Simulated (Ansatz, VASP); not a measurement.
One calculation of Ti, two programs

```
CELL_PARAMETERS angstrom
0.00000 1.95969 1.95969
1.95969 0.00000 1.95969
1.95969 1.95969 0.00000
ATOMIC_POSITIONS crystal
Ti 0.00000 0.00000 0.00000
```

Alike in both runs: task single point; functional LDA; k mesh 22 × 22 × 22; occupations gaussian, width 0.15 eV; no spin polarisation.

```csv
,VASP,Ansatz
version,VASP 6.6.1,Ansatz 0.2.0
potentials or method,"VASP PAW LDA potentials, release 64 (Ti_sv), cutoff 520 eV","scalar-relativistic, plane waves, PAW"
valence electrons in the cell,12,12
```

```csv
,VASP,Ansatz,Ansatz less VASP
gap on the k mesh at the Fermi level (eV),none,none,-
pressure (GPa),8.2,8.5,+0.25
```

LDA's correlation is that of Perdew and Zunger in VASP and of Perdew and Wang (1992) in Ansatz. A gap of «none» marks a metal or a gap that the smearing closes.
